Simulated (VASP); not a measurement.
A run of VASP 6.6.1 is set up as follows.

File INCAR:

```
PREC = Accurate
ENCUT = 520
EDIFF = 1E-6
ISMEAR = -1
SIGMA = 0.1
LREAL = F
LASPH = T
NELM = 60
ALGO = Normal
ISIF = 2
LWAVE = F
LCHARG = F
GGA = RP
NBANDS = 12
```

Contents of KPOINTS:

```
regular mesh
0
Gamma
  23 23 23
```

Contents of POSCAR:

```
V
1.0
    0.0000000000      1.9987514222      1.9987514222
    1.9987514222      0.0000000000      1.9987514222
    1.9987514222      1.9987514222      0.0000000000
V
1
Direct
    0.0000000000      0.0000000000      0.0000000000
```

Potentials or basis: VASP PAW PBE potentials, release 64 (V_sv).

Command:

```console
$ cat potpaw_PBE.64/V_sv/POTCAR > POTCAR
$ mpirun -np 1 vasp_std > vasp.out
```

(1) Estimate the pressure.

Answers

(1) -14.7 GPa.

Caveat: the PAW data sets were made with another functional, which shifts forces and pressure a little.
